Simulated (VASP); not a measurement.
# Bi3O (P4/mmm) in VASP: further runs

Runs on Bi3O. Level: PBE. Tasks: relaxation of cell and atoms.

Everything below comes from runs of VASP 6.6.1. Logs are shortened: lines on timing, memory, paths and dates and some standing lists are left out, and cuts for length are marked.

## (1) The cell of the first run

The structure is tetragonal, space group P4/mmm (No. 123). The conventional cell has a = 4.876 Å, b = 4.876 Å, c = 4.569 Å, α = 90.00°, β = 90.00°, γ = 90.00°. Within 4.6 Å of Bi (site symmetry 4/mmm) lie 10 Bi at 3.34 to 4.57 Å and 8 O at 4.14 Å. Within 3.2 Å of Bi (site symmetry mmm) lie 2 O at 2.44 Å. O (site symmetry 4/mmm) has 4 Bi at 2.44 Å within 3.2 Å.

The cell was generated, and may not be a known phase.

## (2) Relaxation of cell and atoms, PBE

INCAR reads:

```
SYSTEM = Bi3O
PREC = Accurate
ENCUT = 600
EDIFF = 1E-7
ISMEAR = 0
SIGMA = 0.1
LREAL = .FALSE.
LASPH = .TRUE.
NELM = 120
ALGO = Normal
ISIF = 3
LWAVE = .FALSE.
LCHARG = .FALSE.
GGA = PE
IBRION = 2
NSW = 90
EDIFFG = -0.04
GGA_COMPAT = .FALSE.
NELMIN = 4
```

KPOINTS reads:

```
regular mesh
0
G
  4 4 4
  0 0 0
```

POSCAR reads:

```
Bi3O
1.0
    4.8756972080      0.0000000000      0.0000000000
    0.0000000000      4.8756972080      0.0000000000
    0.0000000000      0.0000000000      4.5686992323
Bi O
3 1
Direct
    0.0000000000      0.0000000000      0.5000000000
    0.5000000000      0.0000000000      0.0000000000
    0.0000000000      0.5000000000      0.0000000000
    0.5000000000      0.5000000000      0.0000000000
```

Potentials or basis: VASP PAW PBE potentials, release 64 (Bi_d, O).

Launch:

```bash
$ cat potpaw_PBE.64/Bi_d/POTCAR potpaw_PBE.64/O/POTCAR > POTCAR
$ mpirun -np 1 vasp_std > vasp.out
```

OUTCAR:

```text
SYSTEM = Bi3O
   PREC = Accurate
   ENCUT = 600
   EDIFF = 1E-7
   ISMEAR = 0
   LREAL = .FALSE.
   LASPH = .TRUE.
   NELM = 120
   ISIF = 3
   GGA = PE
   IBRION = 2
   NSW = 90
   EDIFFG = -0.04
   NELMIN = 4

 ion  position               nearest neighbor table
   1  0.000  0.000  0.500-   2 3.34   3 3.34   2 3.34   3 3.34   3 3.34   3 3.34   2 3.34   2 3.34

   2  0.500  0.000  0.000-   4 2.44   4 2.44   1 3.34   1 3.34   1 3.34   1 3.34   3 3.45   3 3.45
                             3 3.45   3 3.45
   3  0.000  0.500  0.000-   4 2.44   4 2.44   1 3.34   1 3.34   1 3.34   1 3.34   2 3.45   2 3.45
                             2 3.45   2 3.45
   4  0.500  0.500  0.000-   2 2.44   3 2.44   2 2.44   3 2.44

  LATTYP: Found a simple tetragonal cell.
 ALAT       =     4.8756972080
 C/A-ratio  =     0.9370350613

  Lattice vectors:

 A1 = (   4.8756972080,   0.0000000000,   0.0000000000)
 A2 = (   0.0000000000,   4.8756972080,   0.0000000000)
 A3 = (   0.0000000000,   0.0000000000,   4.5686992323)

Analysis of symmetry for initial positions (statically):
=====================================================================
 Subroutine PRICEL returns:
 Original cell was already a primitive cell.

 Routine SETGRP: Setting up the symmetry group for a
 simple tetragonal supercell.

 Subroutine GETGRP returns: Found 16 space group operations
 (whereof 16 operations were pure point group operations)
 out of a pool of 16 trial point group operations.

The static configuration has the point symmetry D_4h.

Analysis of symmetry for dynamics (positions and initial velocities):
=====================================================================
 Subroutine PRICEL returns:
 Original cell was already a primitive cell.

 Routine SETGRP: Setting up the symmetry group for a
 simple tetragonal supercell.

 Subroutine GETGRP returns: Found 16 space group operations
 (whereof 16 operations were pure point group operations)
 out of a pool of 16 trial point group operations.

The dynamic configuration has the point symmetry D_4h.

 Subroutine INISYM returns: Found 16 space group operations
 (whereof 16 operations are pure point group operations),
 and found     1 'primitive' translations

----------------------------------------------------------------------------------------

                                     Primitive cell

  volume of cell :     108.6091

  direct lattice vectors                    reciprocal lattice vectors
     4.875697208  0.000000000  0.000000000     0.205098872  0.000000000  0.000000000
     0.000000000  4.875697208  0.000000000     0.000000000  0.205098872  0.000000000
[... 75 lines left out ...]
   ICHARG =      2    charge: 1-file 2-atom 10-const
   ISPIN  =      1    spin polarized calculation?
   LNONCOLLINEAR =      F non collinear calculations
   LSORBIT =      F    spin-orbit coupling
   LASPH  =      T    aspherical Exc in radial PAW
   ENCUT  =  600.0 eV  44.10 Ry    6.64 a.u.   9.74  9.74  9.12*2*pi/ulx,y,z
   NELM   =    120;   NELMIN=  4; NELMDL= -5     # of ELM steps
   EDIFF  = 0.1E-06   stopping-criterion for ELM
   LREAL  =      F    real-space projection
   EDIFFG = -.4E-01   stopping-criterion for IOM
   NSW    =     90    number of steps for IOM
   IBRION =      2    ionic relax: 0-MD 1-quasi-New 2-CG
   NFREE  =      1    steps in history (QN), initial steepest desc. (CG)
   ISIF   =      3    stress and relaxation
   ISYM   =      2    0-nonsym 1-usesym 2-fastsym
   POTIM  = 0.5000    time-step for ionic-motion
   TEBEG  =    0.0;   TEEND  =   0.0 temperature during run
   PSTRESS=    0.0 pullay stress
   NELECT =      51.0000    total number of electrons
   NUPDOWN=      -1.0000    fix difference up-down
   EMIN   =  10.00;   EMAX   =-10.00  energy-range for DOS
   EFERMI =   0.00;   METHOD = LEGACY
   ISMEAR =     0;   SIGMA  =   0.10  broadening in eV -4-tet -1-fermi 0-gaus
   EFERMI_NEDOS =   21; number of points for ismear=-14 and -15
   IALGO  =     38    algorithm
   IMIX   =      4    mixing-type and parameters
     AMIX     =   0.40;   BMIX     =  1.00
     AMIX_MAG =   1.60;   BMIX_MAG =  1.00
  volume/ion in A,a.u.               =      27.15       183.23
  Fermi-wavevector in a.u.,A,eV,Ry     =   1.272456  2.404594 22.029806  1.619145
  Thomas-Fermi vector in A             =   2.405334
   LORBIT       =      0    0 simple, 1 ext, 2 COOP (PROOUT), +10 PAW based schemes
   GGA     = PE    functional components
   LHFCALC =     F    Hartree Fock is set to
   AEXX    =    0.0000 exact exchange contribution
   IVDW    =     0    specifies the selected vdW correction
   LEPSILON=     F    determine dielectric tensor
   LRPA    =     F    only Hartree local field effects (RPA)
 conjugate gradient relaxation of ions
 non-spin polarized calculation
 Gauss-broadening in eV      SIGMA  =   0.10
  energy-cutoff  :      600.00
  volume of cell :      108.61
 maximum number of plane-waves:      3647
 NGX is ok and might be reduce to    40
   NGX = 19   NGY = 19   NGZ = 19

--------------------------------------- Ionic step        1  -------------------------------------------

 number of electron      50.9999990 magnetization

 Free energy of the ion-electron system (eV)
  ---------------------------------------------------
  ext. energy  EPLUGINS =         0.00000000
  ---------------------------------------------------
  free energy    TOTEN  =       -17.52245132 eV

  energy without entropy =      -17.50182470  energy(sigma->0) =      -17.51213801

------------------------ aborting loop because EDIFF is reached ----------------------------------------

  FORCE on cell =-STRESS in cart. coord.  units (eV):
  Direction    XX          YY          ZZ          XY          YZ          ZX
  --------------------------------------------------------------------------------------
  -------------------------------------------------------------------------------------
  Total        1.1364042      1.1364042      0.6896351      0.0000000      0.0000000      0.0000000
  in kB       16.7639901     16.7639901     10.1733488      0.0000000      0.0000000      0.0000000
  external PRESSURE =      14.5671097 kB  Pullay stress =       0.0000000 kB
[... 63 lines left out ...]
--------------------------------------- Ionic step        3  -------------------------------------------

 number of electron      50.9999992 magnetization

 Free energy of the ion-electron system (eV)
  ---------------------------------------------------
  ext. energy  EPLUGINS =         0.00000000
  ---------------------------------------------------
  free energy    TOTEN  =       -17.53363331 eV

  energy without entropy =      -17.51261771  energy(sigma->0) =      -17.52312551

 E-fermi :   6.5602     XC(G=0):  -9.6804

 val. band max:        6.5594048931   @ k =   0.5000   0.0000   0.2500
 cond. band min:       6.5797837509   @ k =   0.5000   0.2500   0.0000
 fundamental gap:      0.0203788578
 Fermi energy:         6.5602218257

 k-point     1 :       0.0000    0.0000    0.0000
  band No.  band energies     occupation
      1     -16.9601      2.00000
      2     -16.9292      2.00000
      3     -16.8313      2.00000
      4     -16.8313      2.00000
      5     -16.8249      2.00000
      6     -16.7577      2.00000
[... 614 lines left out ...]
  FREE ENERGIE OF THE ION-ELECTRON SYSTEM (eV)
  ---------------------------------------------------
  free  energy   TOTEN  =       -17.5336333103 eV

  energy  without entropy=      -17.5126177136  energy(sigma->0) =      -17.52312551

 reached required accuracy - stopping structural energy minimisation
```

It took 4.7 min on 1 thread of Intel Xeon 8259CL, shared host; peak memory 0.26 GiB.

What came out:

```
Free energy                           : -17.5336 eV
Relaxed volume                        : 27.75 Å³/atom
Relaxed cell                          : a = 4.917 Å, b = 4.917 Å, c = 4.592 Å, α = 90.00°, β = 90.00°, γ = 90.00°
Space group after relaxing (to 0.1 Å) : P4/mmm (No. 123)
Energy gained by relaxing             : 2.8 meV/atom
Ionic steps                           : 3
Pressure after relaxing               : 0.0 GPa
Band gap on the k mesh                : zero (an odd number of electrons rules out a gap without spin polarisation)
```

Step by step:
```csv
step,energy change (eV),largest force (eV/Å),pressure (GPa),volume (Å³)
1,0.0000,0.0000,1.46,108.61
2,-0.0069,0.0000,-0.83,112.53
3,-0.0112,0.0000,0.01,111.01
```

Final structure:
```xyz
4
Lattice="4.9167 0.0000 0.0000 0.0000 4.9167 0.0000 0.0000 0.0000 4.5920" Properties=species:S:1:pos:R:3 pbc="T T T"
Bi    0.0000    0.0000    2.2960
Bi    2.4584    0.0000    0.0000
Bi    0.0000    2.4584    0.0000
O     2.4584    2.4584    0.0000
```

Caveat: spin-orbit coupling is left out, which moves the levels of the heavy elements.

## (3) Relaxation of cell and atoms, PBE

This run uses another cell than the first one, of 28.00 Å³/atom.

INCAR reads:

```
ALGO = Normal
EDIFF = 1E-7
EDIFFG = -0.08
ENCUT = 600
GGA = PE
GGA_COMPAT = F
IBRION = 2
ISIF = 3
ISMEAR = 0
LASPH = T
LCHARG = F
LREAL = F
LWAVE = F
NELM = 120
NELMIN = 4
NSW = 36
PREC = Accurate
SIGMA = 0.2
```

KPOINTS reads:

```
k-points
0
Gamma
  5 5 4
```

POSCAR reads:

```
Bi3O
1.0
    4.3501596900      0.0000000000      0.0000000000
    0.0000000000      4.3501596900      0.0000000000
    0.0000000000      0.0000000000      5.9175574500
Bi O
3 1
Direct
    0.5000000000      0.5000000000      0.5000000000
    0.0000000000      0.0000000000      0.6798301800
    0.0000000000      0.0000000000      0.3201698200
    0.0000000000      0.0000000000      0.0000000000
```

Potentials or basis: VASP PAW PBE potentials, release 64 (Bi_d, O).

Launch:

```bash
$ cat potpaw_PBE.64/Bi_d/POTCAR potpaw_PBE.64/O/POTCAR > POTCAR
$ mpirun -np 1 vasp_std > vasp.out
```

It took 23 min on 1 thread of Intel Xeon 8259CL, shared host; peak memory 0.29 GiB.

It converged, with:

```yaml
Free_energy: -16.9147 eV
Relaxed_volume: 28.95 Å³/atom
Relaxed_cell: a = 3.614 Å, b = 3.614 Å, c = 8.865 Å, α = 90.00°, β = 90.00°, γ = 90.00°
Space_group_after_relaxing_to_0.1_Å: P4/mmm (No. 123)
Pressure_after_relaxing: 0.0 GPa
Largest_force_after_relaxing: 0.010 eV/Å
Band_gap_on_the_k_mesh: zero (an odd number of electrons rules out a gap without spin polarisation)
```

Forces in eV/Å, atoms in the order of the input:
```
Bi   0.000  0.000  0.000
Bi   0.000  0.000 -0.010
Bi   0.000  0.000  0.010
O    0.000  0.000  0.000
```

Final structure:
```
Bi O
1.0
     3.61401    0.00000    0.00000
     0.00000    3.61401    0.00000
     0.00000    0.00000    8.86468
Bi O
3 1
Cartesian
  1.8070 1.8070 4.4323
  0.0000 3.6140 6.7791
  0.0000 0.0000 2.0856
  3.6140 3.6140 0.0000
```

Levels at points of the mesh, in eV from the Fermi level:
```
           k point  band 21  band 22  band 23  band 24  band 25  band 26  band 27  band 28  band 29  band 30
(0.00, 0.00, 0.00)    -2.75    -2.75     0.01     0.47     0.47     0.67     1.88     1.88     3.66     4.39
(0.00, 0.00, 0.50)    -2.73    -2.73    -2.06     0.22     0.22     2.43     2.43     2.45     3.99     3.99
```

Caveat: a cell axis changed by over 15 % at a fixed basis, so the end point is rough; spin-orbit coupling is left out, which moves the levels of the heavy elements.

The gap in the log of VASP goes by the Fermi energy; the results here count the filled bands.